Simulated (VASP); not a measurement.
A run of VASP 6.6.1:

Contents of INCAR:

```
PREC = Accurate
ENCUT = 520
EDIFF = 1E-7
ISMEAR = -1
SIGMA = 0.01
LREAL = Auto
LASPH = True
NELM = 60
ALGO = Normal
ISIF = 2
LWAVE = False
LCHARG = True
GGA = PE
LELF = True
LVHAR = True
NBANDS = 166
```

The input KPOINTS:

```
Automatic mesh
0
Gamma
  1 1 1
  0.25 0.25 0.25
```

File POSCAR:

```
GaN
1.0
    6.4372426918      0.0000000000      0.0000000000
   -3.2186213459      5.5748157015      0.0000000000
    0.0000000000      0.0000000000     10.4870679887
Ga N
16 16
Direct
    0.3333333334      0.1666666666      0.2495684330
    0.1666666666      0.3333333334      0.4995684330
    0.3333333334      0.1666666666      0.7495684330
    0.1666666666      0.3333333334      0.9995684330
    0.3333333334      0.6666666666      0.2495684330
    0.1666666666      0.8333333333      0.4995684330
    0.3333333334      0.6666666666      0.7495684330
    0.1666666666      0.8333333333      0.9995684330
    0.8333333333      0.1666666666      0.2495684330
    0.6666666666      0.3333333334      0.4995684330
    0.8333333333      0.1666666666      0.7495684330
    0.6666666666      0.3333333334      0.9995684330
    0.8333333333      0.6666666666      0.2495684330
    0.6666666666      0.8333333333      0.4995684330
    0.8333333333      0.6666666666      0.7495684330
    0.6666666666      0.8333333333      0.9995684330
    0.3333333334      0.1666666666      0.4379315670
    0.1666666666      0.3333333334      0.1879315670
    0.3333333334      0.1666666666      0.9379315670
    0.1666666666      0.3333333334      0.6879315670
    0.3333333334      0.6666666666      0.4379315670
    0.1666666666      0.8333333333      0.1879315670
    0.3333333334      0.6666666666      0.9379315670
    0.1666666666      0.8333333333      0.6879315670
    0.8333333333      0.1666666666      0.4379315670
    0.6666666666      0.3333333334      0.1879315670
    0.8333333333      0.1666666666      0.9379315670
    0.6666666666      0.3333333334      0.6879315670
    0.8333333333      0.6666666666      0.4379315670
    0.6666666666      0.8333333333      0.1879315670
    0.8333333333      0.6666666666      0.9379315670
    0.6666666666      0.8333333333      0.6879315670
```

Potentials or basis: VASP PAW PBE potentials, release 64 (Ga_d, N).

Command:

```console
$ cat potpaw_PBE.64/Ga_d/POTCAR potpaw_PBE.64/N/POTCAR > POTCAR
$ mpirun -np 1 vasp_std > vasp.out
```

Hardware: 1 thread of Intel(R) Xeon(R) Platinum 8259CL CPU @ 2.50GHz (Skylake/Cascade Lake), on a shared host.

Q: Estimate the wall time of this run.

A: Wall time 3 min on 1 thread of Intel(R) Xeon(R) Platinum 8259CL CPU @ 2.50GHz (Skylake/Cascade Lake), with other jobs on the host, peak memory 0.44 GiB. Counts: scf iterations 17, k points 1.
